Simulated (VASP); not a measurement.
# TiB2 (P6/mmm) in VASP: notebook

Runs on TiB2. Level: PBE. Tasks: single point, relaxation of shape and atoms at fixed volume.

Program: VASP 6.6.1. These are calculated values, not measurements. Logs are shortened: lines on timing, memory, paths and dates and some standing lists are left out, and cuts for length are marked.

## 1. The cell of the first run

Symmetry: P6/mmm, No. 191, hexagonal system. Conventional cell: a = 3.058 Å, b = 3.058 Å, c = 3.264 Å, α = 90.00°, β = 90.00°, γ = 120.00°. Ti (site symmetry 6/mmm) has 12 B at 2.40 Å and 6 Ti at 3.06 Å within 3.2 Å. B (site symmetry -6m2) has 3 B at 1.77 Å within 2.3 Å.

## 2. Single point, PBE (volume scaled by 1.03, then relaxed in part)

The input, INCAR:

```
PREC = Accurate ; ENCUT = 520
EDIFF = 1E-6 ; ISMEAR = 0
SIGMA = 0.1 ; LREAL = False
LASPH = True ; NELM = 60
ALGO = Normal ; ISIF = 2
LWAVE = False ; LCHARG = True
GGA = PE ; LELF = True
LVHAR = True ; NBANDS = 16
```

The input, KPOINTS:

```
regular mesh
0
Gamma
  15 15 14
```

The input, POSCAR:

```
TiB2
1.0
    3.0579900892      0.0000000000      0.0000000000
   -1.5289950446      2.6482971018      0.0000000000
    0.0000000000      0.0000000000      3.2641355487
Ti B
1 2
Direct
    0.0000000000      0.0000000000      0.0000000000
    0.3333333333      0.6666666667      0.5000000000
    0.6666666667      0.3333333333      0.5000000000
```

Potentials or basis: VASP PAW PBE potentials, release 64 (Ti_sv, B).

The run is started by

```sh
$ cat potpaw_PBE.64/Ti_sv/POTCAR potpaw_PBE.64/B/POTCAR > POTCAR
$ mpirun -np 1 vasp_std > vasp.out
```

OUTCAR:

```text
PREC = Accurate
   ENCUT = 520
   EDIFF = 1E-6
   ISMEAR = 0
   LREAL = False
   LASPH = True
   NELM = 60
   ISIF = 2
   GGA = PE

 ion  position               nearest neighbor table
   1  0.000  0.000  0.000-   2 2.40   3 2.40   2 2.40   3 2.40   3 2.40   3 2.40   2 2.40   2 2.40
                             3 2.40   3 2.40   2 2.40   2 2.40
   2  0.333  0.667  0.500-   3 1.77   3 1.77   3 1.77   1 2.40   1 2.40   1 2.40   1 2.40   1 2.40
                             1 2.40
   3  0.667  0.333  0.500-   2 1.77   2 1.77   2 1.77   1 2.40   1 2.40   1 2.40   1 2.40   1 2.40
                             1 2.40

  LATTYP: Found a hexagonal cell.
 ALAT       =     3.0579900892
 C/A-ratio  =     1.0674120757

  Lattice vectors:

 A1 = (   3.0579900892,   0.0000000000,   0.0000000000)
 A2 = (  -1.5289950446,   2.6482971018,   0.0000000000)
 A3 = (   0.0000000000,   0.0000000000,   3.2641355487)

Analysis of symmetry for initial positions (statically):
=====================================================================
 Subroutine PRICEL returns:
 Original cell was already a primitive cell.

 Routine SETGRP: Setting up the symmetry group for a
 hexagonal supercell.

 Subroutine GETGRP returns: Found 24 space group operations
 (whereof 24 operations were pure point group operations)
 out of a pool of 24 trial point group operations.

The static configuration has the point symmetry D_6h.

Analysis of symmetry for dynamics (positions and initial velocities):
=====================================================================
 Subroutine PRICEL returns:
 Original cell was already a primitive cell.

 Routine SETGRP: Setting up the symmetry group for a
 hexagonal supercell.

 Subroutine GETGRP returns: Found 24 space group operations
 (whereof 24 operations were pure point group operations)
 out of a pool of 24 trial point group operations.

The dynamic configuration has the point symmetry D_6h.

 Subroutine INISYM returns: Found 24 space group operations
 (whereof 24 operations are pure point group operations),
 and found     1 'primitive' translations

----------------------------------------------------------------------------------------

                                     Primitive cell

  volume of cell :      26.4345

  direct lattice vectors                    reciprocal lattice vectors
     3.057990089  0.000000000  0.000000000     0.327012178  0.188800569  0.000000000
    -1.528995045  2.648297102  0.000000000     0.000000000  0.377601138  0.000000000
     0.000000000  0.000000000  3.264135549     0.000000000  0.000000000  0.306359826

  length of vectors
[... 90 lines left out ...]
   ISIF   =      2    stress and relaxation
   ISYM   =      2    0-nonsym 1-usesym 2-fastsym
   POTIM  = 0.5000    time-step for ionic-motion
   TEBEG  =    0.0;   TEEND  =   0.0 temperature during run
   PSTRESS=    0.0 pullay stress
   NELECT =      18.0000    total number of electrons
   NUPDOWN=      -1.0000    fix difference up-down
   EMIN   =  10.00;   EMAX   =-10.00  energy-range for DOS
   EFERMI =   0.00;   METHOD = LEGACY
   ISMEAR =     0;   SIGMA  =   0.10  broadening in eV -4-tet -1-fermi 0-gaus
   EFERMI_NEDOS =   21; number of points for ismear=-14 and -15
   IALGO  =     38    algorithm
   IMIX   =      4    mixing-type and parameters
     AMIX     =   0.40;   BMIX     =  1.00
     AMIX_MAG =   1.60;   BMIX_MAG =  1.00
  volume/ion in A,a.u.               =       8.81        59.46
  Fermi-wavevector in a.u.,A,eV,Ry     =   1.440264  2.721704 28.223374  2.074359
  Thomas-Fermi vector in A             =   2.559027
   LORBIT       =      0    0 simple, 1 ext, 2 COOP (PROOUT), +10 PAW based schemes
   GGA     = PE    functional components
   LHFCALC =     F    Hartree Fock is set to
   AEXX    =    0.0000 exact exchange contribution
   IVDW    =     0    specifies the selected vdW correction
   LEPSILON=     F    determine dielectric tensor
   LRPA    =     F    only Hartree local field effects (RPA)
 non-spin polarized calculation
 Gauss-broadening in eV      SIGMA  =   0.10
  energy-cutoff  :      520.00
  volume of cell :       26.43
 maximum number of plane-waves:       726
 NGX is ok and might be reduce to    24
   NGX = 11   NGY = 11   NGZ = 13

 number of electron      18.0000002 magnetization

 Free energy of the ion-electron system (eV)
  ---------------------------------------------------
  ext. energy  EPLUGINS =         0.00000000
  ---------------------------------------------------
  free energy    TOTEN  =       -24.41453039 eV

  energy without entropy =      -24.41258967  energy(sigma->0) =      -24.41356003

 E-fermi :   9.6996     XC(G=0): -12.6249

 val. band max:        9.6592636646   @ k =   0.0667   0.0667   0.3571
 cond. band min:       9.7013414043   @ k =   0.2000   0.2000   0.1429
 fundamental gap:      0.0420777397
 Fermi energy:         9.6996124900

 k-point     1 :       0.0000    0.0000    0.0000
  band No.  band energies     occupation
      1     -47.3590      2.00000
      2     -23.7062      2.00000
      3     -23.4060      2.00000
      4     -23.4060      2.00000
      5      -3.6690      2.00000
      6       7.1458      2.00000
[... 433 lines left out ...]
      3     -23.6399      2.00000
      4     -23.5701      2.00000
      5       0.8253      2.00000
      6       1.0022      2.00000
[... 8 lines left out ...]
     15      18.2226      0.00000
     16      19.2624      0.00000

 [... further k-points ...]

------------------------ aborting loop because EDIFF is reached ----------------------------------------

  FORCE on cell =-STRESS in cart. coord.  units (eV):
  Direction    XX          YY          ZZ          XY          YZ          ZX
  --------------------------------------------------------------------------------------
  -------------------------------------------------------------------------------------
  Total       -1.1155992     -1.1155992     -1.1086749      0.0000000      0.0000000      0.0000000
  in kB      -67.6157428    -67.6157428    -67.1960667      0.0000000      0.0000000      0.0000000
  external PRESSURE =     -67.4758508 kB  Pullay stress =       0.0000000 kB

 VOLUME and BASIS-vectors are now :
 -----------------------------------------------------------------------------
  energy-cutoff  :      520.00
  volume of cell :       26.43
      direct lattice vectors                 reciprocal lattice vectors
     3.057990089  0.000000000  0.000000000     0.327012178  0.188800569  0.000000000
    -1.528995045  2.648297102  0.000000000     0.000000000  0.377601138  0.000000000
     0.000000000  0.000000000  3.264135549     0.000000000  0.000000000  0.306359826

 POSITION                                       TOTAL-FORCE (eV/Angst)
 -----------------------------------------------------------------------------------
      0.00000      0.00000      0.00000         0.000000      0.000000     -0.000000
     -0.00000      1.76553      1.63207        -0.000000     -0.000000      0.000000
      1.52900      0.88277      1.63207         0.000000      0.000000     -0.000000
 -----------------------------------------------------------------------------------
    total drift:                               -0.000000      0.000000      0.000000

  FREE ENERGIE OF THE ION-ELECTRON SYSTEM (eV)
  ---------------------------------------------------
  free  energy   TOTEN  =       -24.4145303868 eV

  energy  without entropy=      -24.4125896739  energy(sigma->0) =      -24.41356003
```

OSZICAR:

```text
N       E                     dE             d eps       ncg     rms          rms(c)
DAV:   1     0.121155952619E+03    0.12116E+03   -0.90006E+03  6912   0.127E+03
DAV:   2    -0.223403581621E+02   -0.14350E+03   -0.13846E+03  7520   0.343E+02
DAV:   3    -0.293812524192E+02   -0.70409E+01   -0.69814E+01 10208   0.733E+01
DAV:   4    -0.295389064523E+02   -0.15765E+00   -0.15758E+00  8440   0.975E+00
DAV:   5    -0.295425638154E+02   -0.36574E-02   -0.36573E-02  9888   0.126E+00    0.160E+01
DAV:   6    -0.244449157857E+02    0.50976E+01   -0.21326E+01  9984   0.478E+01    0.372E+00
DAV:   7    -0.244170772972E+02    0.27838E-01   -0.11307E+00  7528   0.122E+01    0.316E+00
DAV:   8    -0.244180506673E+02   -0.97337E-03   -0.94222E-02 11600   0.263E+00    0.803E-01
DAV:   9    -0.244152589365E+02    0.27917E-02   -0.44476E-02  8696   0.262E+00    0.285E-01
DAV:  10    -0.244145075469E+02    0.75139E-03   -0.35313E-03  8928   0.701E-01    0.577E-02
DAV:  11    -0.244145513451E+02   -0.43798E-04   -0.52104E-04  9952   0.247E-01    0.523E-02
DAV:  12    -0.244145309441E+02    0.20401E-04   -0.10838E-04  8064   0.130E-01    0.105E-02
DAV:  13    -0.244145303868E+02    0.55725E-06   -0.47264E-06  8656   0.194E-02
   1 F= -.24414530E+02 E0= -.24413560E+02  d E =-.194071E-02
```

Wall time 40 s (1 thread of AMD EPYC 9R45 (Zen 5), shared host); peak memory 0.18 GiB.

What came out:

- Free energy: -24.4145 eV
- Pressure: -6.7 GPa
- Band gap on the k mesh: zero (band 9 reaches 10.07 eV, above the bottom of band 10 at 9.51 eV)

Caveat: the cell differs from its parent crystal (volume scaled by 1.03, then relaxed in part).

## 3. Single point, PBE (volume scaled by 1.06, then relaxed in part)

The input, INCAR:

```
SYSTEM = TiB2
PREC = Accurate
ENCUT = 520
EDIFF = 1E-7
ISMEAR = 0
SIGMA = 0.1
LREAL = .False.
LASPH = .True.
NELM = 60
ALGO = Normal
ISIF = 2
LWAVE = .False.
LCHARG = .False.
GGA = PE
NBANDS = 16
```

The input, KPOINTS:

```
regular mesh
0
Gamma
  15 15 14
  0 0 0
```

The input, POSCAR:

```
TiB2
1.0
    3.0831441103      0.0000000000      0.0000000000
   -1.5415720552      2.6700811231      0.0000000000
    0.0000000000      0.0000000000      3.3046184520
Ti B
1 2
Direct
    0.0000000000      0.0000000000      0.0000000000
    0.3333333333      0.6666666667      0.5000000000
    0.6666666667      0.3333333333      0.5000000000
```

Potentials or basis: VASP PAW PBE potentials, release 64 (Ti_sv, B).

The run is started by

```sh
$ cat potpaw_PBE.64/Ti_sv/POTCAR potpaw_PBE.64/B/POTCAR > POTCAR
$ mpirun -np 1 vasp_std > vasp.out
```

Run time: 48 s. Hardware: 1 thread of AMD EPYC 9R45 (Zen 5), shared host; peak memory 0.18 GiB.

It converged, with:

```yaml
Free_energy: -24.3675 eV
Pressure: -12.8 GPa
Band_gap_on_the_k_mesh: zero (band 9 reaches 9.77 eV, above the bottom of band 10 at 9.20 eV)
```

Levels at points of the mesh, in eV from the Fermi level:
| k point | band 5 | band 6 | band 7 | band 8 | band 9 | band 10 | band 11 | band 12 | band 13 | band 14 |
| --- | --- | --- | --- | --- | --- | --- | --- | --- | --- | --- |
| (0.00, 0.00, 0.00) | -13.21 | -2.47 | -2.47 | -2.38 | -2.02 | 1.70 | 1.70 | 3.33 | 3.33 | 5.54 |
| (0.00, 0.00, 0.50) | -11.47 | -7.39 | -0.56 | -0.56 | -0.16 | -0.16 | 0.38 | 0.38 | 1.41 | 6.36 |

Caveat: the cell differs from its parent crystal (volume scaled by 1.06, then relaxed in part).

## 4. Single point, PBE (volume scaled by 1.10, then relaxed in part)

The input, INCAR:

```
SYSTEM = TiB2
PREC = Accurate ; ENCUT = 520
EDIFF = 1E-7 ; ISMEAR = 0
SIGMA = 0.1 ; LREAL = .False.
LASPH = .True. ; NELM = 80
ALGO = Normal ; ISIF = 2
LWAVE = .False. ; LCHARG = .True.
GGA = PE ; LELF = .True.
LVHAR = .True. ; NBANDS = 16
```

KPOINTS is that of step 3.

The input, POSCAR:

```
TiB2
1.0
    3.1156438124      0.0000000000      0.0000000000
   -1.5578219062      2.6982266907      0.0000000000
    0.0000000000      0.0000000000      3.3581507517
Ti B
1 2
Direct
    0.0000000000      0.0000000000      0.0000000000
    0.3333333333      0.6666666667      0.5000000000
    0.6666666667      0.3333333333      0.5000000000
```

The run is started by

```sh
$ cat potpaw_PBE.64/Ti_sv/POTCAR potpaw_PBE.64/B/POTCAR > POTCAR
$ mpirun -np 1 vasp_std > vasp.out
```

Wall time 50 s (1 thread of AMD EPYC 9R45 (Zen 5), shared host); peak memory 0.19 GiB.

The run converged. Its results:

```yaml
Free_energy: -24.2634 eV
Pressure: -19.6 GPa
Band_gap_on_the_k_mesh: zero (band 9 reaches 9.38 eV, above the bottom of band 10 at 8.81 eV)
```

Levels at points of the mesh, in eV from the Fermi level:
```
           k point  band 5  band 6  band 7  band 8  band 9  band 10  band 11  band 12  band 13  band 14
(0.00, 0.00, 0.00)  -13.00   -2.41   -2.35   -2.35   -1.95     1.60     1.60     3.14     3.14     5.44
(0.00, 0.00, 0.50)  -11.38   -7.24   -0.53   -0.53   -0.13    -0.13     0.36     0.36     1.27     6.28
```

Caveat: the cell differs from its parent crystal (volume scaled by 1.10, then relaxed in part).

## 5. Relaxation of shape and atoms at fixed volume, PBE (volume scaled by 0.88)

The input, INCAR:

```
PREC = Accurate ; ENCUT = 600
EDIFF = 1E-7 ; ISMEAR = 0
SIGMA = 0.1 ; LREAL = False
LASPH = True ; NELM = 100
ALGO = Normal ; ISIF = 4
LWAVE = False ; LCHARG = False
GGA = PE ; IBRION = 2
NSW = 50 ; EDIFFG = -0.01
```

The input, KPOINTS:

```
Automatic mesh
0
Gamma
  15 15 14
```

The input, POSCAR:

```
TiB2
1.0
    2.9170921576      0.0000000000      0.0000000000
   -1.4585460788      2.5262759137      0.0000000000
    0.0000000000      0.0000000000      3.0646824435
Ti B
1 2
Direct
    0.0000000000      0.0000000000      0.0000000000
    0.3333333333      0.6666666667      0.5000000000
    0.6666666667      0.3333333333      0.5000000000
```

The run is started by

```sh
$ cat potpaw_PBE.64/Ti_sv/POTCAR potpaw_PBE.64/B/POTCAR > POTCAR
$ mpirun -np 1 vasp_std > vasp.out
```

Run time: 57 s. Hardware: 1 thread of AMD EPYC 9R45 (Zen 5), shared host; peak memory 0.17 GiB.

Results (log left out):

```
Free energy               : -24.0704 eV
Energy gained by relaxing : 0.1 meV/atom
Ionic steps               : 2
Pressure after relaxing   : 41.2 GPa
Band gap on the k mesh    : zero (band 9 reaches 11.85 eV, above the bottom of band 10 at 11.12 eV)
```

Stress tensor (GPa, compression positive):
```
41.11  0.00  0.00
 0.00 41.11  0.00
 0.00  0.00 41.40
```

The path:
| step | energy change (eV) | largest force (eV/Å) | pressure (GPa) | volume (Å³) |
| --- | --- | --- | --- | --- |
| 1 | 0.0000 | 0.0000 | 41.40 | 22.58 |
| 2 | -0.0004 | 0.0000 | 41.20 | 22.58 |

Final structure:
```
Ti B
1.0
     2.92180    0.00000    0.00000
    -1.46090    2.53036    0.00000
     0.00000    0.00000    3.05481
Ti B
1 2
Direct
  0.00000 0.00000 0.00000
  0.33333 0.66667 0.50000
  0.66667 0.33333 0.50000
```

Levels at points of the mesh, in eV from the Fermi level:
```tsv
k point	band 7	band 8	band 9	band 10	band 11	band 12
(0.00, 0.00, 0.00)	-3.05	-2.42	-2.13	2.27	2.27	4.40
(0.00, 0.00, 0.50)	-0.65	-0.65	-0.36	-0.36	0.48	0.48
```

Caveat: the cell differs from its parent crystal (volume scaled by 0.88).

(Continued in part 2 of 2.)
